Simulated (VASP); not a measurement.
# ZrC2 (P4/nmm) in VASP: further runs, part 2 of 2

VASP 6.6.1. Earlier steps stand in the parts before.

## (4) Single point, PBE

This run uses another cell than the first one, of 13.12 Å³/atom, 1.192 times its volume.

Input file INCAR:

```
SYSTEM = ZrC2
ALGO = Normal ; EDIFF = 1E-6
ENCUT = 520 ; GGA = PE
ISIF = 2 ; ISMEAR = 0
LASPH = .True. ; LCHARG = .False.
LREAL = .False. ; LWAVE = .False.
NBANDS = 29 ; NELM = 100
PREC = Accurate ; SIGMA = 0.1
```

Input file KPOINTS:

```
k-points
0
Gamma
  6 6 4
  0 0 0
```

Input file POSCAR:

```
ZrC2
1.0
    3.4019444700      0.0000000000      0.0000000000
    0.0000000000      3.4019444700      0.0000000000
    0.0000000000      0.0000000000      6.8008976900
Zr C
2 4
Direct
    0.0000000000      0.5000000000      0.7290390100
    0.5000000000      0.0000000000      0.2709609900
    0.0000000000      0.5000000000      0.3727150000
    0.5000000000      0.0000000000      0.6272850000
    0.0000000000      0.0000000000      0.0000000000
    0.5000000000      0.5000000000      0.0000000000
```

Potentials or basis: VASP PAW PBE potentials, release 64 (Zr_sv, C).

Started as:

```console
> cat potpaw_PBE.64/Zr_sv/POTCAR potpaw_PBE.64/C/POTCAR > POTCAR
> mpirun -np 1 vasp_std > vasp.out
```

OUTCAR:

```text
SYSTEM = ZrC2
   EDIFF = 1E-6
   ENCUT = 520
   GGA = PE
   ISIF = 2
   ISMEAR = 0
   LASPH = .True.
   LREAL = .False.
   NELM = 100
   PREC = Accurate

 ion  position               nearest neighbor table
   1  0.000  0.500  0.729-   3 2.42   4 2.50   4 2.50   4 2.50   4 2.50   5 2.51   6 2.51   6 2.51
                             5 2.51
   2  0.500  0.000  0.271-   4 2.42   3 2.50   3 2.50   3 2.50   3 2.50   6 2.51   6 2.51   5 2.51
                             5 2.51
   3  0.000  0.500  0.373-   1 2.42   2 2.50   2 2.50   2 2.50   2 2.50
   4  0.500  0.000  0.627-   2 2.42   1 2.50   1 2.50   1 2.50   1 2.50
   5  0.000  0.000  0.000-   1 2.51   2 2.51   1 2.51   2 2.51
   6  0.500  0.500  0.000-   1 2.51   2 2.51   2 2.51   1 2.51

  LATTYP: Found a simple tetragonal cell.
 ALAT       =     3.4019444700
 C/A-ratio  =     1.9991207234

  Lattice vectors:

 A1 = (   3.4019444700,   0.0000000000,   0.0000000000)
 A2 = (   0.0000000000,   3.4019444700,   0.0000000000)
 A3 = (   0.0000000000,   0.0000000000,   6.8008976900)

Analysis of symmetry for initial positions (statically):
=====================================================================
 Subroutine PRICEL returns:
 Original cell was already a primitive cell.

 Routine SETGRP: Setting up the symmetry group for a
 simple tetragonal supercell.

 Subroutine GETGRP returns: Found 16 space group operations
 (whereof  8 operations were pure point group operations)
 out of a pool of 16 trial point group operations.

The static configuration has the point symmetry D_2d.
 The point group associated with its full space group is D_4h.

Analysis of symmetry for dynamics (positions and initial velocities):
=====================================================================
 Subroutine PRICEL returns:
 Original cell was already a primitive cell.

 Routine SETGRP: Setting up the symmetry group for a
 simple tetragonal supercell.

 Subroutine GETGRP returns: Found 16 space group operations
[... 134 lines left out ...]
  Fermi-wavevector in a.u.,A,eV,Ry     =   1.306435  2.468805 23.222062  1.706773
  Thomas-Fermi vector in A             =   2.437238
   LORBIT       =      0    0 simple, 1 ext, 2 COOP (PROOUT), +10 PAW based schemes
   GGA     = PE    functional components
   LHFCALC =     F    Hartree Fock is set to
   AEXX    =    0.0000 exact exchange contribution
   IVDW    =     0    specifies the selected vdW correction
   LEPSILON=     F    determine dielectric tensor
   LRPA    =     F    only Hartree local field effects (RPA)
 non-spin polarized calculation
 Gauss-broadening in eV      SIGMA  =   0.10
  energy-cutoff  :      520.00
  volume of cell :       78.71
 maximum number of plane-waves:      2148
 NGX is ok and might be reduce to    28
   NGX = 13   NGY = 13   NGZ = 25

 number of electron      40.0000001 magnetization

 Free energy of the ion-electron system (eV)
  ---------------------------------------------------
  ext. energy  EPLUGINS =         0.00000000
  ---------------------------------------------------
  free energy    TOTEN  =       -46.95737594 eV

  energy without entropy =      -46.93244959  energy(sigma->0) =      -46.94491277

 E-fermi :   6.5957     XC(G=0): -11.4200

 val. band max:        6.5896849460   @ k =   0.3333   0.3333   0.5000
 cond. band min:       6.6048056501   @ k =   0.5000   0.0000   0.2500
 fundamental gap:      0.0151207041
 Fermi energy:         6.5956775693

 k-point     1 :       0.0000    0.0000    0.0000
  band No.  band energies     occupation
      1     -41.5674      2.00000
      2     -41.5580      2.00000
      3     -19.7286      2.00000
      4     -19.5581      2.00000
      5     -19.4405      2.00000
      6     -19.4405      2.00000
[... 757 lines left out ...]
     28      11.4936      0.00000
     29      12.0577      0.00000

 [... further k-points ...]

------------------------ aborting loop because EDIFF is reached ----------------------------------------

  FORCE on cell =-STRESS in cart. coord.  units (eV):
  Direction    XX          YY          ZZ          XY          YZ          ZX
  --------------------------------------------------------------------------------------
  -------------------------------------------------------------------------------------
  Total      -12.9806550    -12.9806550    -10.0606022      0.0000000      0.0000000      0.0000000
  in kB     -264.2326657   -264.2326657   -204.7924206      0.0000000      0.0000000      0.0000000
  external PRESSURE =    -244.4192507 kB  Pullay stress =       0.0000000 kB

 VOLUME and BASIS-vectors are now :
 -----------------------------------------------------------------------------
  energy-cutoff  :      520.00
  volume of cell :       78.71
      direct lattice vectors                 reciprocal lattice vectors
     3.401944470  0.000000000  0.000000000     0.293949536  0.000000000  0.000000000
     0.000000000  3.401944470  0.000000000     0.000000000  0.293949536  0.000000000
     0.000000000  0.000000000  6.800897690     0.000000000  0.000000000  0.147039412

 POSITION                                       TOTAL-FORCE (eV/Angst)
 -----------------------------------------------------------------------------------
      0.00000      1.70097      4.95812         0.000000     -0.000000     -1.259637
      1.70097      0.00000      1.84278         0.000000      0.000000      1.259637
      0.00000      1.70097      2.53480         0.000000     -0.000000     -0.809225
      1.70097      0.00000      4.26610         0.000000      0.000000      0.809225
      0.00000      0.00000      0.00000         0.000000     -0.000000      0.000000
      1.70097      1.70097      0.00000         0.000000      0.000000      0.000000
 -----------------------------------------------------------------------------------
    total drift:                                0.000000      0.000000     -0.000000

  FREE ENERGIE OF THE ION-ELECTRON SYSTEM (eV)
  ---------------------------------------------------
  free  energy   TOTEN  =       -46.9573759421 eV

  energy  without entropy=      -46.9324495918  energy(sigma->0) =      -46.94491277
```

OSZICAR:

```text
N       E                     dE             d eps       ncg     rms          rms(c)
DAV:   1     0.282166848879E+03    0.28217E+03   -0.20975E+04  1740   0.135E+03
DAV:   2    -0.259609505483E+02   -0.30813E+03   -0.30020E+03  2043   0.355E+02
DAV:   3    -0.503078485729E+02   -0.24347E+02   -0.23935E+02  3067   0.777E+01
DAV:   4    -0.513599466487E+02   -0.10521E+01   -0.10500E+01  2368   0.159E+01
DAV:   5    -0.514210347856E+02   -0.61088E-01   -0.61077E-01  2581   0.270E+00    0.228E+01
DAV:   6    -0.475690080278E+02    0.38520E+01   -0.27620E+01  2051   0.200E+01    0.963E+00
DAV:   7    -0.476439687003E+02   -0.74961E-01   -0.11861E+01  2949   0.114E+01    0.678E+00
DAV:   8    -0.469522526933E+02    0.69172E+00   -0.34323E+00  2454   0.649E+00    0.312E+00
DAV:   9    -0.469587081639E+02   -0.64555E-02   -0.28666E-01  2150   0.258E+00    0.448E-01
DAV:  10    -0.469569698364E+02    0.17383E-02   -0.26070E-02  2363   0.651E-01    0.225E-01
DAV:  11    -0.469573824262E+02   -0.41259E-03   -0.20674E-03  2311   0.295E-01    0.632E-02
DAV:  12    -0.469573905510E+02   -0.81248E-05   -0.56535E-04  2463   0.102E-01    0.254E-02
DAV:  13    -0.469573768713E+02    0.13680E-04   -0.12443E-04  2369   0.548E-02    0.172E-02
DAV:  14    -0.469573762044E+02    0.66694E-06   -0.22744E-05  2235   0.219E-02    0.439E-03
DAV:  15    -0.469573759421E+02    0.26233E-06   -0.13822E-06  1642   0.654E-03
   1 F= -.46957376E+02 E0= -.46944913E+02  d E =-.249264E-01
```

stdout:

```text
POSCAR found type information on POSCAR ZrC
 POSCAR found :  2 types and       6 ions
 scaLAPACK will be used
 LDA part: xc-table for (Slater+PW92), standard interpolation
 POSCAR, INCAR and KPOINTS ok, starting setup
 FFT: planning ... GRIDC
 FFT: planning ... GRID_SOFT
 FFT: planning ... GRID
 WAVECAR not read
 entering main loop
```

Wall time 52 s (1 thread of AMD EPYC 9R45 (Zen 5), shared host); peak memory 0.19 GiB.

What came out:

```
Free energy            : -46.9574 eV
Pressure               : -24.4 GPa
Largest force          : 1.260 eV/Å
Band gap on the k mesh : zero (band 20 reaches 7.93 eV, above the bottom of band 21 at 6.40 eV)
```

Forces in eV/Å, atoms in the order of the input:
```
Zr   0.000  0.000 -1.260
Zr   0.000  0.000  1.260
C    0.000  0.000 -0.809
C    0.000  0.000  0.809
C    0.000  0.000  0.000
C    0.000  0.000  0.000
```

Caveat: forces of over 1 eV/Å act on the atoms, so gaps and moduli don't describe the material at rest.

## (5) Overview

| task | cell | k mesh | cutoff (eV) | gap on the mesh (eV) | pressure (GPa) | largest force (eV/Å) |
| --- | --- | --- | --- | --- | --- | --- |
| single point | a = 3.204, b = 3.204, c = 6.430 Å, 6 atoms | 12 × 12 × 6 | 520 | none | 0.2 | - |
| relaxation of cell and atoms | relaxed from a = 3.215, b = 3.215, c = 6.385 Å, 6 atoms | 12 × 12 × 6 | 600 | none | -0.1 | 0.01 |
| single point | a = 3.402, b = 3.402, c = 6.801 Å, 6 atoms | 6 × 6 × 4 | 520 | none | -24.4 | 1.26 |

Alike in all rows: level PBE; potentials or basis VASP PAW PBE potentials, release 64 (Zr_sv, C); no spin polarisation; smearing gaussian 0.1 eV.

Caveats: forces of over 1 eV/Å act on the atoms, so gaps and moduli don't describe the material at rest (some runs).

Total energies depend on the potentials used, so only differences within one code and one set of settings carry meaning.
